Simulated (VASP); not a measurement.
The system is Ta2C.

```
Ta C
1.0
     1.59021    0.91811    4.80284
    -1.59021    0.91811    4.80284
     0.00000   -1.83622    4.80284
Ta C
2 1
Direct
  0.75000 0.75000 0.75000
  0.25000 0.25000 0.25000
  0.00000 0.00000 0.00000
```

| Property | Result |
| --- | --- |
| Program | VASP 6.6.1 |
| Task | relaxation of cell and atoms |
| Functional | PBE |
| Potentials or basis | VASP PAW PBE potentials, release 64 (Ta_pv, C) |
| Cutoff | 600 eV |
| k mesh | 6 × 6 × 6 |
| Occupations | gaussian, width 0.1 eV |
| Spin | no spin polarisation |

At the start: pressure 0.0 GPa; volume 14.02 Å³/atom.

Q: How do energy, volume and symmetry change on relaxing?

A: Over 9 steps the energy falls by 23.2 meV/atom and the volume is 14.07 Å³/atom (+0.3 %); space group R-3m (No. 166, to 0.05 Å).

The path:
| step | energy change (eV) | largest force (eV/Å) | pressure (GPa) | volume (Å³) |
| --- | --- | --- | --- | --- |
| 1 | 0.0000 | 0.5341 | 0.03 | 42.07 |
| 2 | -0.0570 | 0.3980 | 2.21 | 42.06 |
| 3 | -0.0572 | 0.3529 | 2.07 | 42.06 |
| 4 | -0.0534 | 0.0948 | -5.37 | 43.16 |
| 5 | -0.0636 | 0.1622 | -1.38 | 42.56 |
| 6 | -0.0692 | 0.0481 | -0.70 | 42.31 |
| 7 | -0.0692 | 0.0499 | -0.70 | 42.31 |
| 8 | -0.0683 | 0.1073 | 1.53 | 41.99 |
| 9 | -0.0695 | 0.0001 | 0.00 | 42.21 |

Final structure:
```xyz
3
Lattice="1.5563 0.8985 5.0307 -1.5563 0.8985 5.0307 0.0000 -1.7970 5.0307" Properties=species:S:1:pos:R:3 pbc="T T T"
Ta    0.0000    0.0000   11.3085
Ta    0.0000    0.0000    3.7836
C     0.0000    0.0000    0.0000
```

Caveat: the k points lie up to 0.39 Å⁻¹ apart in the final cell.
